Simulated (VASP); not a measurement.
## CsMoPb4: single point with PBE

Crystal: CsMoPb4.

```
Cs Mo Pb
1.0
     0.00000    4.70453    4.70453
     4.70453    0.00000    4.70453
     4.70453    4.70453    0.00000
Cs Mo Pb
1 1 4
Direct
  0.50000 0.50000 0.50000
  0.25000 0.25000 0.25000
  0.87474 0.37579 0.87474
  0.87474 0.87474 0.37579
  0.87474 0.87474 0.87474
  0.37579 0.87474 0.87474
```

The cell was built from a structure type or drawn by symmetry, and may not be a known phase.

| Quantity | Value |
| --- | --- |
| Program | VASP 6.6.1 |
| Task | single point |
| Functional | PBE |
| Potentials or basis | VASP PAW PBE potentials, release 64 (Cs_sv, Mo_sv, Pb_d) |
| Cutoff | 520 eV |
| k mesh | 4 × 4 × 4 |
| Occupations | gaussian, width 0.1 eV |
| Spin | no spin polarisation |
| Dipole correction | no |
| Further INCAR settings | ALGO = Normal; EDIFF = 1e-06; NBANDS = 48 |

The pressure is -2.0 GPa. The largest force is 0.346 eV/Å and the band gap on the k mesh is zero (an odd number of electrons rules out a gap without spin polarisation).

Forces in eV/Å, atoms in the order of the input:
```
Cs   0.000  0.000  0.000
Mo   0.000  0.000  0.000
Pb  -0.200  0.200 -0.200
Pb  -0.200 -0.200  0.200
Pb   0.200  0.200  0.200
Pb   0.200 -0.200 -0.200
```

Levels at points of the mesh, in eV from the Fermi level:
| k point | band 36 | band 37 | band 38 | band 39 | band 40 | band 41 | band 42 | band 43 |
| --- | --- | --- | --- | --- | --- | --- | --- | --- |
| (0.00, 0.00, 0.00) | -2.26 | -1.70 | -1.70 | -0.06 | 0.21 | 0.21 | 0.21 | 1.00 |
| (0.50, 0.00, 0.00) | -0.66 | -0.36 | -0.36 | -0.27 | -0.27 | -0.12 | 0.82 | 0.82 |
| (0.50, 0.50, 0.00) | -0.39 | -0.39 | -0.27 | 0.07 | 0.53 | 0.53 | 0.60 | 0.63 |

It took 110 s on 1 thread of Intel(R) Xeon(R) Platinum 8259CL CPU @ 2.50GHz (Skylake/Cascade Lake), on a shared host, peak memory 0.38 GiB.

Caveat: spin-orbit coupling is left out, which moves the levels of the heavy elements.
